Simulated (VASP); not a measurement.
# Si2C (Pbcn) in VASP: single point with r2SCAN

Aim: the single point of Si2C with r2SCAN.

Program: VASP 6.6.1. These are calculated values, not measurements. Logs are shortened: lines on timing, memory, paths and dates and some standing lists are left out, and cuts for length are marked.

### Step 1. The cell of the first run

Symmetry: Pbcn, No. 60, orthorhombic system. Conventional cell: a = 4.696 Å, b = 5.976 Å, c = 5.167 Å, α = 90.00°, β = 90.00°, γ = 90.00°. C (site symmetry 2) has 6 Si at 2.08 to 2.22 Å within 2.8 Å. Within 2.8 Å of Si (site symmetry 1) lie 3 C at 2.08 to 2.22 Å and 4 Si at 2.38 to 2.78 Å.

### Step 2. Single point, r2SCAN

Input file POSCAR:

```
Si2C
1.0
    4.6963410000      0.0000000000      0.0000000000
    0.0000000000      5.9758080000      0.0000000000
    0.0000000000      0.0000000000      5.1674620000
C Si
4 8
Direct
    0.0000000000      0.3657315208      0.2500000000
    0.5000000000      0.1342684792      0.7500000000
    0.0000000000      0.6342684792      0.7500000000
    0.5000000000      0.8657315208      0.2500000000
    0.2088178360      0.0860899852      0.0841465269
    0.2911821640      0.4139100148      0.5841465269
    0.7088178360      0.4139100148      0.9158534731
    0.7911821640      0.0860899852      0.4158534731
    0.7911821640      0.9139100148      0.9158534731
    0.7088178360      0.5860899852      0.4158534731
    0.2911821640      0.5860899852      0.0841465269
    0.2088178360      0.9139100148      0.5841465269
```

Input file INCAR.step1:

```
  PREC = Accurate
  ENCUT = 520
  ISMEAR = 1
  SIGMA = 0.0136
  LREAL = False
  LASPH = True
  NELM = 100
  NBANDS = 36
  GGA = PE
  ALGO = Normal
  EDIFF = 1E-4
  LWAVE = True
  LCHARG = False
```

Input file INCAR.step2:

```
  PREC = Accurate
  ENCUT = 520
  EDIFF = 1E-6
  ISMEAR = 1
  SIGMA = 0.0136
  LREAL = False
  LASPH = True
  NELM = 100
  ALGO = Normal
  ISIF = 2
  LWAVE = False
  LCHARG = False
  METAGGA = R2SCAN
  LMIXTAU = True
  NBANDS = 36
  ISTART = 1
```

Input file KPOINTS:

```
Automatic mesh
0
Gamma
  4 4 4
```

Potentials or basis: VASP PAW PBE potentials, release 64 (C, Si).

Started as:

```console
> cat potpaw_PBE.64/C/POTCAR potpaw_PBE.64/Si/POTCAR > POTCAR
> cp INCAR.step1 INCAR
> mpirun -np 1 vasp_std > vasp.out
> cp INCAR.step2 INCAR
> mpirun -np 1 vasp_std > vasp.out
```

OUTCAR:

```text
PREC = Accurate
   ENCUT = 520
   EDIFF = 1E-6
   ISMEAR = 1
   LREAL = False
   LASPH = True
   NELM = 100
   ISIF = 2
   METAGGA = R2SCAN
   ISTART = 1

 ion  position               nearest neighbor table
   1  0.000  0.366  0.250-  10 2.08  11 2.08   5 2.12   8 2.12   7 2.22   6 2.22
   2  0.500  0.134  0.750-   9 2.08  12 2.08   6 2.12   7 2.12   5 2.22   8 2.22
   3  0.000  0.634  0.750-   6 2.08   7 2.08   9 2.12  12 2.12  11 2.22  10 2.22
   4  0.500  0.866  0.250-   5 2.08   8 2.08  10 2.12  11 2.12   9 2.22  12 2.22
   5  0.209  0.086  0.084-   4 2.08   1 2.12   2 2.22   9 2.38   8 2.60  12 2.78  12 2.78  11 3.01
                            11 3.01   9 3.05
   6  0.291  0.414  0.584-   3 2.08   2 2.12   1 2.22  10 2.38   7 2.60  11 2.78  11 2.78  12 3.01
                            12 3.01  10 3.05
   7  0.709  0.414  0.916-   3 2.08   2 2.12   1 2.22  11 2.38   6 2.60  10 2.78  10 2.78   9 3.01
                             9 3.01  11 3.05
   8  0.791  0.086  0.416-   4 2.08   1 2.12   2 2.22  12 2.38   5 2.60   9 2.78   9 2.78  10 3.01
                            10 3.01  12 3.05
   9  0.791  0.914  0.916-   2 2.08   3 2.12   4 2.22   5 2.38  12 2.60   8 2.78   8 2.78   7 3.01
                             7 3.01   5 3.05
  10  0.709  0.586  0.416-   1 2.08   4 2.12   3 2.22   6 2.38  11 2.60   7 2.78   7 2.78   8 3.01
                             8 3.01   6 3.05
  11  0.291  0.586  0.084-   1 2.08   4 2.12   3 2.22   7 2.38  10 2.60   6 2.78   6 2.78   5 3.01
                             5 3.01   7 3.05
  12  0.209  0.914  0.584-   2 2.08   3 2.12   4 2.22   8 2.38   9 2.60   5 2.78   5 2.78   6 3.01
                             6 3.01   8 3.05

  LATTYP: Found a simple orthorhombic cell.
 ALAT       =     4.6963410000
 B/A-ratio  =     1.1003166082
 C/A-ratio  =     1.2724391180

  Lattice vectors:

 A1 = (  -4.6963410000,   0.0000000000,   0.0000000000)
 A2 = (   0.0000000000,   0.0000000000,   5.1674620000)
 A3 = (   0.0000000000,   5.9758080000,   0.0000000000)

Analysis of symmetry for initial positions (statically):
=====================================================================
 Subroutine PRICEL returns:
 Original cell was already a primitive cell.

 Routine SETGRP: Setting up the symmetry group for a
 simple orthorhombic supercell.

 Subroutine GETGRP returns: Found  8 space group operations
 (whereof  2 operations were pure point group operations)
 out of a pool of  8 trial point group operations.

The static configuration has the point symmetry S_2 .
 The point group associated with its full space group is D_2h.

Analysis of symmetry for dynamics (positions and initial velocities):
=====================================================================
 Subroutine PRICEL returns:
 Original cell was already a primitive cell.

 Routine SETGRP: Setting up the symmetry group for a
 simple orthorhombic supercell.

 Subroutine GETGRP returns: Found  8 space group operations
 (whereof  2 operations were pure point group operations)
 out of a pool of  8 trial point group operations.

The dynamic configuration has the point symmetry S_2 .
 The point group associated with its full space group is D_2h.

 Subroutine INISYM returns: Found  8 space group operations
 (whereof  2 operations are pure point group operations),
 and found     1 'primitive' translations

----------------------------------------------------------------------------------------

                                     Primitive cell

  volume of cell :     145.0219

  direct lattice vectors                    reciprocal lattice vectors
     4.696341000  0.000000000  0.000000000     0.212931727  0.000000000  0.000000000
     0.000000000  5.975808000  0.000000000     0.000000000  0.167341387  0.000000000
     0.000000000  0.000000000  5.167462000     0.000000000  0.000000000  0.193518598

  length of vectors
     4.696341000  5.975808000  5.167462000     0.212931727  0.167341387  0.193518598

  position of ions in fractional coordinates (direct lattice)
     0.000000000  0.365731521  0.250000000
     0.500000000  0.134268479  0.750000000
     0.000000000  0.634268479  0.750000000
     0.500000000  0.865731521  0.250000000
     0.208817836  0.086089985  0.084146527
     0.291182164  0.413910015  0.584146527
     0.708817836  0.413910015  0.915853473
     0.791182164  0.086089985  0.415853473
     0.791182164  0.913910015  0.915853473
     0.708817836  0.586089985  0.415853473
     0.291182164  0.586089985  0.084146527
     0.208817836  0.913910015  0.584146527

  ion indices of the primitive-cell ions
   primitive index   ion index
                 1           1
                 2           2
                 3           3
                 4           4
                 5           5
                 6           6
                 7           7
                 8           8
                 9           9
                10          10
                11          11
                12          12

----------------------------------------------------------------------------------------

 KPOINTS: Automatic mesh

Automatic generation of k-mesh.
 Grid dimensions read from file:
 generate k-points for:    4    4    4

 Generating k-lattice:

  Cartesian coordinates                     Fractional coordinates (reciprocal lattice)
     0.053232932  0.000000000  0.000000000     0.250000000  0.000000000  0.000000000
     0.000000000  0.041835347  0.000000000     0.000000000  0.250000000  0.000000000
     0.000000000  0.000000000  0.048379649     0.000000000  0.000000000  0.250000000

  Length of vectors
     0.053232932  0.041835347  0.048379649

  Shift w.r.t. Gamma in fractional coordinates (k-lattice)
     0.000000000  0.000000000  0.000000000

 Subroutine IBZKPT returns following result:
 ===========================================

 Found     27 irreducible k-points:

 Following reciprocal coordinates:
            Coordinates               Weight
  0.000000  0.000000  0.000000      1.000000
  0.250000  0.000000  0.000000      2.000000
  0.500000  0.000000  0.000000      1.000000
  0.000000  0.250000  0.000000      2.000000
  0.250000  0.250000  0.000000      4.000000
  0.500000  0.250000  0.000000      2.000000
[... 16 lines left out ...]
  0.250000  0.250000  0.500000      4.000000
  0.500000  0.250000  0.500000      2.000000
 [... further k-points ...]
   k-points           NKPTS =     27   k-points in BZ     NKDIM =     27   number of bands    NBANDS=     36
   number of dos      NEDOS =    301   number of ions     NIONS =     12
   total plane-waves  NPLWV =  69120
   dimension x,y,z NGX =    36 NGY =   48 NGZ =   40
   dimension x,y,z NGXF=    72 NGYF=   96 NGZF=   80
   ions per type =               4   8
   NGX,Y,Z   is equivalent  to a cutoff of  12.74, 13.35, 12.87 a.u.
   NGXF,Y,Z  is equivalent  to a cutoff of  25.49, 26.71, 25.74 a.u.
 SYSTEM =  unknown system
   PREC   = accura    normal or accurate (medium, high low for compatibility)
   ISTART =      1    job   : 0-new  1-cont  2-samecut
   ICHARG =      0    charge: 1-file 2-atom 10-const
   ISPIN  =      1    spin polarized calculation?
   LNONCOLLINEAR =      F non collinear calculations
   LSORBIT =      F    spin-orbit coupling
   LASPH  =      T    aspherical Exc in radial PAW
   ENCUT  =  520.0 eV  38.22 Ry    6.18 a.u.   8.73 11.11  9.61*2*pi/ulx,y,z
   NELM   =    100;   NELMIN=  2; NELMDL=  0     # of ELM steps
   EDIFF  = 0.1E-05   stopping-criterion for ELM
   LREAL  =      F    real-space projection
   EDIFFG = 0.1E-04   stopping-criterion for IOM
   NSW    =      0    number of steps for IOM
   IBRION =     -1    ionic relax: 0-MD 1-quasi-New 2-CG
   NFREE  =      0    steps in history (QN), initial steepest desc. (CG)
   ISIF   =      2    stress and relaxation
   ISYM   =      2    0-nonsym 1-usesym 2-fastsym
   POTIM  = 0.5000    time-step for ionic-motion
   TEBEG  =    0.0;   TEEND  =   0.0 temperature during run
   PSTRESS=    0.0 pullay stress
   NELECT =      48.0000    total number of electrons
   NUPDOWN=      -1.0000    fix difference up-down
   EMIN   =  10.00;   EMAX   =-10.00  energy-range for DOS
   EFERMI =   0.00;   METHOD = LEGACY
   ISMEAR =     1;   SIGMA  =   0.01  broadening in eV -4-tet -1-fermi 0-gaus
   EFERMI_NEDOS =   21; number of points for ismear=-14 and -15
   IALGO  =     38    algorithm
   IMIX   =      4    mixing-type and parameters
     AMIX     =   0.40;   BMIX     =  1.00
     AMIX_MAG =   1.60;   BMIX_MAG =  1.00
  volume/ion in A,a.u.               =      12.09        81.55
  Fermi-wavevector in a.u.,A,eV,Ry     =   1.132428  2.139979 17.448029  1.282394
  Thomas-Fermi vector in A             =   2.269129
   LORBIT       =      0    0 simple, 1 ext, 2 COOP (PROOUT), +10 PAW based schemes
   METAGGA = R2SCAN    functional components
   LHFCALC =     F    Hartree Fock is set to
   AEXX    =    0.0000 exact exchange contribution
   IVDW    =     0    specifies the selected vdW correction
   LEPSILON=     F    determine dielectric tensor
   LRPA    =     F    only Hartree local field effects (RPA)
 non-spin polarized calculation
 Methfessel and Paxton  Order N= 1 SIGMA  =   0.01
  energy-cutoff  :      520.00
  volume of cell :      145.02
 maximum number of plane-waves:      3938
 NGX is ok and might be reduce to    36
   NGX = 17   NGY = 23   NGZ = 19

 number of electron      47.9999997 magnetization

 Free energy of the ion-electron system (eV)
  ---------------------------------------------------
  ext. energy  EPLUGINS =         0.00000000
  ---------------------------------------------------
  free energy    TOTEN  =       -96.76769154 eV

  energy without entropy =      -96.76751618  energy(sigma->0) =      -96.76763309

 E-fermi :   9.8636     XC(G=0): -11.9423

 val. band max:        9.8593873186   @ k =   0.0000   0.5000   0.5000
 cond. band min:       9.9177495360   @ k =   0.5000   0.0000   0.0000
 fundamental gap:      0.0583622174
 Fermi energy:         9.8636243041

 k-point     1 :       0.0000    0.0000    0.0000
  band No.  band energies     occupation
      1      -7.4136      2.00000
      2      -4.5433      2.00000
      3      -3.8681      2.00000
      4      -3.8121      2.00000
      5      -1.7005      2.00000
      6      -0.9100      2.00000
[... 925 lines left out ...]
     35      13.8793      0.00000
     36      13.8793      0.00000

 [... further k-points ...]
[... 5 lines left out ...]
  --------------------------------------------------------------------------------------
  -------------------------------------------------------------------------------------
  Total       -6.2228706     -5.5093786     -3.1409197      0.0000000      0.0000000      0.0000000
  in kB      -68.7492238    -60.8666852    -34.7003506      0.0000000      0.0000000      0.0000000
  external PRESSURE =     -54.7720865 kB  Pullay stress =       0.0000000 kB

 VOLUME and BASIS-vectors are now :
 -----------------------------------------------------------------------------
  energy-cutoff  :      520.00
  volume of cell :      145.02
      direct lattice vectors                 reciprocal lattice vectors
     4.696341000  0.000000000  0.000000000     0.212931727  0.000000000  0.000000000
     0.000000000  5.975808000  0.000000000     0.000000000  0.167341387  0.000000000
     0.000000000  0.000000000  5.167462000     0.000000000  0.000000000  0.193518598

 POSITION                                       TOTAL-FORCE (eV/Angst)
 -----------------------------------------------------------------------------------
      0.00000      2.18554      1.29187         0.000000      0.003321      0.000000
      2.34817      0.80236      3.87560         0.000000     -0.003321      0.000000
      0.00000      3.79027      3.87560         0.000000     -0.003321      0.000000
      2.34817      5.17345      1.29187         0.000000      0.003321     -0.000000
      0.98068      0.51446      0.43482        -0.009918     -0.005095     -0.004910
      1.36749      2.47345      3.01855         0.009918      0.005095     -0.004910
      3.32885      2.47345      4.73264        -0.009918      0.005095      0.004910
      3.71566      0.51446      2.14891         0.009918     -0.005095      0.004910
      3.71566      5.46135      4.73264         0.009918      0.005095      0.004910
      3.32885      3.50236      2.14891        -0.009918     -0.005095      0.004910
      1.36749      3.50236      0.43482         0.009918     -0.005095     -0.004910
      0.98068      5.46135      3.01855        -0.009918      0.005095     -0.004910
 -----------------------------------------------------------------------------------
    total drift:                                0.000000      0.000000      0.000000

  FREE ENERGIE OF THE ION-ELECTRON SYSTEM (eV)
  ---------------------------------------------------
  free  energy   TOTEN  =       -96.7676915416 eV

  energy  without entropy=      -96.7675161810  energy(sigma->0) =      -96.76763309
```

It took 3.3 min on 1 thread of Intel Xeon 6975P-C (Granite Rapids), shared host; peak memory 0.32 GiB.

What came out:

```
Free energy            : -96.7677 eV
Pressure               : -5.5 GPa
Largest force          : 0.012 eV/Å
Band gap on the k mesh : zero (band 24 reaches 10.12 eV, above the bottom of band 25 at 9.19 eV)
```

Forces on the atoms (eV/Å):
```
C    0.000  0.003  0.000
C    0.000 -0.003  0.000
C    0.000 -0.003  0.000
C    0.000  0.003  0.000
Si  -0.010 -0.005 -0.005
Si   0.010  0.005 -0.005
Si  -0.010  0.005  0.005
Si   0.010 -0.005  0.005
Si   0.010  0.005  0.005
Si  -0.010 -0.005  0.005
Si   0.010 -0.005 -0.005
Si  -0.010  0.005 -0.005
```

Caveat: the PAW data sets were made with another functional, which shifts forces and pressure a little.
